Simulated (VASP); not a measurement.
# TiSi2 (Fddd) in VASP: single point with PBE

Aim: the single point of TiSi2 with PBE.

Program: VASP 6.6.1. These are calculated values, not measurements. Logs are shortened: lines on timing, memory, paths and dates and some standing lists are left out, and cuts for length are marked.

## (1) The cell of the first run

Symmetry: Fddd, No. 70, orthorhombic system. Conventional cell: a = 4.773 Å, b = 8.236 Å, c = 8.523 Å, α = 90.00°, β = 90.00°, γ = 90.00°. Within 3.4 Å of Ti (site symmetry 222) lie 10 Si at 2.54 to 2.77 Å and 4 Ti at 3.19 Å. Si (site symmetry 2) has 9 Si at 2.52 to 3.19 Å and 5 Ti at 2.54 to 2.77 Å within 3.3 Å.

## (2) Single point, PBE

Contents of INCAR:

```
ALGO = Normal
EDIFF = 1E-6
ENCUT = 520
GGA = PE
ISIF = 2
ISMEAR = 1
LASPH = True
LCHARG = False
LREAL = False
LWAVE = False
NBANDS = 29
NELM = 60
PREC = Accurate
SIGMA = 0.2
```

Contents of KPOINTS:

```
k-points
0
Gamma
  9 9 9
```

Contents of POSCAR:

```
TiSi2
1.0
    0.0000000000      4.1180000000      4.2615000000
    2.3865000000      0.0000000000      4.2615000000
    2.3865000000      4.1180000000      0.0000000000
Ti Si
2 4
Direct
    0.7500000000      0.7500000000      0.7500000000
    0.5000000000      0.5000000000      0.5000000000
    0.0868987265      0.4131012735      0.0868987265
    0.4131012735      0.0868987265      0.4131012735
    0.1631012735      0.8368987265      0.1631012735
    0.8368987265      0.1631012735      0.8368987265
```

Potentials or basis: VASP PAW PBE potentials, release 64 (Ti_sv, Si).

Run with:

```
> cat potpaw_PBE.64/Ti_sv/POTCAR potpaw_PBE.64/Si/POTCAR > POTCAR
> mpirun -np 1 vasp_std > vasp.out
```

OUTCAR:

```text
EDIFF = 1E-6
   ENCUT = 520
   GGA = PE
   ISIF = 2
   ISMEAR = 1
   LASPH = True
   LREAL = False
   NELM = 60
   PREC = Accurate

 ion  position               nearest neighbor table
   1  0.750  0.750  0.750-   6 2.54   5 2.54   6 2.54   5 2.54   4 2.74   4 2.74   3 2.74   3 2.74
                             3 2.77   4 2.77
   2  0.500  0.500  0.500-   3 2.54   4 2.54   3 2.54   4 2.54   5 2.74   5 2.74   6 2.74   6 2.74
                             5 2.77   6 2.77
   3  0.087  0.413  0.087-   5 2.52   5 2.52   2 2.54   2 2.54   4 2.69   1 2.74   1 2.74   1 2.77
                             4 2.78   4 2.78
   4  0.413  0.087  0.413-   6 2.52   6 2.52   2 2.54   2 2.54   3 2.69   1 2.74   1 2.74   1 2.77
                             3 2.78   3 2.78
   5  0.163  0.837  0.163-   3 2.52   3 2.52   1 2.54   1 2.54   6 2.69   2 2.74   2 2.74   2 2.77
                             6 2.78   6 2.78
   6  0.837  0.163  0.837-   4 2.52   4 2.52   1 2.54   1 2.54   5 2.69   2 2.74   2 2.74   2 2.77
                             5 2.78   5 2.78

  LATTYP: Found a face centered orthorhombic cell.
 ALAT       =     4.7730000000
 B/A-ratio  =     1.7255394930
 C/A-ratio  =     1.7856693903

  Lattice vectors:

 A1 = (   0.0000000000,   4.1180000000,   4.2615000000)
 A2 = (   2.3865000000,   0.0000000000,   4.2615000000)
 A3 = (   2.3865000000,   4.1180000000,   0.0000000000)

Analysis of symmetry for initial positions (statically):
=====================================================================
 Subroutine PRICEL returns:
 Original cell was already a primitive cell.

 Routine SETGRP: Setting up the symmetry group for a
 face centered orthorhombic supercell.

 Subroutine GETGRP returns: Found  8 space group operations
 (whereof  4 operations were pure point group operations)
 out of a pool of  8 trial point group operations.

The static configuration has the point symmetry D_2 .
 The point group associated with its full space group is D_2h.

Analysis of symmetry for dynamics (positions and initial velocities):
=====================================================================
 Subroutine PRICEL returns:
 Original cell was already a primitive cell.

 Routine SETGRP: Setting up the symmetry group for a
 face centered orthorhombic supercell.

 Subroutine GETGRP returns: Found  8 space group operations
 (whereof  4 operations were pure point group operations)
 out of a pool of  8 trial point group operations.

The dynamic configuration has the point symmetry D_2 .
[... 112 lines left out ...]
   IBRION =     -1    ionic relax: 0-MD 1-quasi-New 2-CG
   NFREE  =      0    steps in history (QN), initial steepest desc. (CG)
   ISIF   =      2    stress and relaxation
   ISYM   =      2    0-nonsym 1-usesym 2-fastsym
   POTIM  = 0.5000    time-step for ionic-motion
   TEBEG  =    0.0;   TEEND  =   0.0 temperature during run
   PSTRESS=    0.0 pullay stress
   NELECT =      40.0000    total number of electrons
   NUPDOWN=      -1.0000    fix difference up-down
   EMIN   =  10.00;   EMAX   =-10.00  energy-range for DOS
   EFERMI =   0.00;   METHOD = LEGACY
   ISMEAR =     1;   SIGMA  =   0.20  broadening in eV -4-tet -1-fermi 0-gaus
   EFERMI_NEDOS =   21; number of points for ismear=-14 and -15
   IALGO  =     38    algorithm
   IMIX   =      4    mixing-type and parameters
     AMIX     =   0.40;   BMIX     =  1.00
     AMIX_MAG =   1.60;   BMIX_MAG =  1.00
  volume/ion in A,a.u.               =      13.96        94.21
  Fermi-wavevector in a.u.,A,eV,Ry     =   1.279621  2.418133 22.278591  1.637430
  Thomas-Fermi vector in A             =   2.412096
   LORBIT       =      0    0 simple, 1 ext, 2 COOP (PROOUT), +10 PAW based schemes
   GGA     = PE    functional components
   LHFCALC =     F    Hartree Fock is set to
   AEXX    =    0.0000 exact exchange contribution
   IVDW    =     0    specifies the selected vdW correction
   LEPSILON=     F    determine dielectric tensor
   LRPA    =     F    only Hartree local field effects (RPA)
 non-spin polarized calculation
 Methfessel and Paxton  Order N= 1 SIGMA  =   0.20
  energy-cutoff  :      520.00
  volume of cell :       83.76
 maximum number of plane-waves:      2276
 NGX is ok and might be reduce to    48
   NGX = 23   NGY = 19   NGZ = 17

 number of electron      40.0000003 magnetization

 Free energy of the ion-electron system (eV)
  ---------------------------------------------------
  ext. energy  EPLUGINS =         0.00000000
  ---------------------------------------------------
  free energy    TOTEN  =       -40.69060645 eV

  energy without entropy =      -40.68787148  energy(sigma->0) =      -40.68969480

 E-fermi :  10.2080     XC(G=0): -11.7434

 val. band max:       10.2060205455   @ k =  -0.4444   0.0000   0.1111
 cond. band min:      10.2264727435   @ k =  -0.2222   0.1111   0.2222
 fundamental gap:      0.0204521981
 Fermi energy:        10.2080058664

 k-point     1 :       0.0000    0.0000    0.0000
  band No.  band energies     occupation
      1     -46.0527      2.00000
      2     -46.0241      2.00000
      3     -22.4311      2.00000
      4     -22.4298      2.00000
      5     -22.3419      2.00000
      6     -22.3271      2.00000
[... 757 lines left out ...]
     28      13.9013     -0.00000
     29      13.9115     -0.00000

 [... further k-points ...]

------------------------ aborting loop because EDIFF is reached ----------------------------------------

  FORCE on cell =-STRESS in cart. coord.  units (eV):
  Direction    XX          YY          ZZ          XY          YZ          ZX
  --------------------------------------------------------------------------------------
  -------------------------------------------------------------------------------------
  Total        1.3978077      0.5819195      1.5666808      0.0000000      0.0000000      0.0000000
  in kB       26.7373117     11.1309753     29.9675222      0.0000000      0.0000000      0.0000000
  external PRESSURE =      22.6119364 kB  Pullay stress =       0.0000000 kB

 VOLUME and BASIS-vectors are now :
 -----------------------------------------------------------------------------
  energy-cutoff  :      520.00
  volume of cell :       83.76
      direct lattice vectors                 reciprocal lattice vectors
     0.000000000  4.118000000  4.261500000    -0.209511837  0.121418164  0.117329579
     2.386500000  0.000000000  4.261500000     0.209511837 -0.121418164  0.117329579
     2.386500000  4.118000000  0.000000000     0.209511837  0.121418164 -0.117329579

 POSITION                                       TOTAL-FORCE (eV/Angst)
 -----------------------------------------------------------------------------------
      3.57975      6.17700      6.39225         0.000000     -0.000000      0.000000
      2.38650      4.11800      4.26150        -0.000000     -0.000000     -0.000000
      1.19325      0.71570      2.13075         0.000000      0.000027      0.000000
      1.19325      3.40230      2.13075         0.000000     -0.000027      0.000000
      2.38650      1.34330      4.26150         0.000000     -0.000027     -0.000000
      2.38650      6.89270      4.26150         0.000000      0.000027     -0.000000
 -----------------------------------------------------------------------------------
    total drift:                               -0.000000     -0.000000     -0.000000

  FREE ENERGIE OF THE ION-ELECTRON SYSTEM (eV)
  ---------------------------------------------------
  free  energy   TOTEN  =       -40.6906064546 eV

  energy  without entropy=      -40.6878714824  energy(sigma->0) =      -40.68969480
```

OSZICAR:

```text
N       E                     dE             d eps       ncg     rms          rms(c)
DAV:   1     0.389853583994E+03    0.38985E+03   -0.18749E+04  7250   0.146E+03
DAV:   2     0.190935793071E+01   -0.38794E+03   -0.37724E+03  7290   0.430E+02
DAV:   3    -0.407724645531E+02   -0.42682E+02   -0.41752E+02 12072   0.120E+02
DAV:   4    -0.441128335373E+02   -0.33404E+01   -0.33230E+01 10343   0.300E+01
DAV:   5    -0.443118417499E+02   -0.19901E+00   -0.19895E+00 11131   0.617E+00    0.187E+01
DAV:   6    -0.413705849825E+02    0.29413E+01   -0.33170E+01 10336   0.406E+01    0.709E+00
DAV:   7    -0.407705436527E+02    0.60004E+00   -0.64909E+00  9832   0.189E+01    0.525E+00
DAV:   8    -0.407087516039E+02    0.61792E-01   -0.82145E-01  9903   0.714E+00    0.144E+00
DAV:   9    -0.406897594437E+02    0.18992E-01   -0.16326E-01  9826   0.336E+00    0.518E-01
DAV:  10    -0.406910095819E+02   -0.12501E-02   -0.71022E-03  9744   0.621E-01    0.261E-01
DAV:  11    -0.406907752775E+02    0.23430E-03   -0.66020E-03 10671   0.610E-01    0.167E-01
DAV:  12    -0.406906071826E+02    0.16809E-03   -0.13306E-03  9988   0.288E-01    0.164E-02
DAV:  13    -0.406906068709E+02    0.31167E-06   -0.31288E-05  9196   0.485E-02    0.151E-02
DAV:  14    -0.406906064546E+02    0.41627E-06   -0.27404E-06  9059   0.138E-02
   1 F= -.40690606E+02 E0= -.40689695E+02  d E =-.273497E-02
```

stdout:

```text
POSCAR found type information on POSCAR TiSi
 POSCAR found :  2 types and       6 ions
 scaLAPACK will be used
 LDA part: xc-table for (Slater+PW92), standard interpolation
 POSCAR, INCAR and KPOINTS ok, starting setup
 FFT: planning ... GRIDC
 FFT: planning ... GRID_SOFT
 FFT: planning ... GRID
 WAVECAR not read
 entering main loop
```

It took 2.7 min on 1 thread of Intel Xeon 6975P-C (Granite Rapids), shared host; peak memory 0.4 GiB.

Results:

| Quantity | Value |
| --- | --- |
| Free energy | -40.6906 eV |
| Pressure | 2.3 GPa |
| Band gap on the k mesh | zero (bands 20 and 21 overlap by 1.80 eV) |

Stress tensor (GPa, compression positive):
```
2.67 0.00 0.00
0.00 1.11 0.00
0.00 0.00 3.00
```

Levels at points of the mesh, in eV from the Fermi level:
| k point | band 17 | band 18 | band 19 | band 20 | band 21 | band 22 | band 23 | band 24 |
| --- | --- | --- | --- | --- | --- | --- | --- | --- |
| (0.00, 0.00, 0.00) | -2.28 | -2.06 | -1.77 | -1.38 | -0.94 | 2.07 | 3.15 | 3.34 |
